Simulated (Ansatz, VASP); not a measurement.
## MgO: VASP beside Ansatz

```
Mg O
1.0
     0.00000    2.09700    2.09700
     2.09700    0.00000    2.09700
     2.09700    2.09700    0.00000
Mg O
1 1
Direct
  0.00000 0.00000 0.00000
  0.50000 0.50000 0.50000
```

Alike in both runs: task single point; functional PBE; k mesh 11 × 11 × 11; occupations gaussian, width 0.017 eV; no spin polarisation.

|  | VASP | Ansatz |
| --- | --- | --- |
| version | VASP 6.6.1 | Ansatz 0.2.0 |
| potentials or method | VASP PAW PBE potentials, release 64 (Mg, O), cutoff 520 eV | all-electron LAPW, scalar-relativistic |

```tsv
	VASP	Ansatz	Ansatz less VASP
gap on the k mesh at the Fermi level (eV)	4.85	4.86	+0.011
least direct gap on the mesh (eV)	4.85	4.86	+0.011
pressure (GPa)	6.2	7.0	+0.78
```

Ansatz ran all-electron here, and VASP with PAW potentials.
